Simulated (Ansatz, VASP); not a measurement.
**Sn: VASP beside Ansatz**

```
Sn
1.0
     0.00000    3.24560    3.27806
     3.24560    0.00000    3.27806
     3.24560    3.24560    0.00000
Sn
2
Direct
  0.50000 0.50000 0.50000
  0.75000 0.75000 0.75000
```

Change from the starting cell: zz strain of +1 %, crystal datasets.

Alike in both runs: task electric field gradients; functional PBE; k mesh 9 × 9 × 9; occupations fermi-dirac, width 0.03 eV; no spin polarisation.

```csv
,VASP,Ansatz
version,VASP 6.6.1,Ansatz 0.2.0
potentials or method,"VASP PAW PBE potentials, release 64 (Sn_d), cutoff 520 eV","all-electron PAW with datasets made for the crystal, scalar-relativistic"
```

Ansatz gave:

```
pressure (GPa)                                                : 2.7
traceless stress, the component that is largest in VASP (GPa) : -0.20
size of Vzz on the site where it differs most (V/Å²)          : 1.2
```

Task: Which values does VASP return?

Result: Pressure (GPa): 2.6; traceless stress, the component that is largest in VASP (GPa): -0.20; size of Vzz on the site where it differs most (V/Å²): 1.0.

Ansatz ran all-electron here, and VASP with PAW potentials.
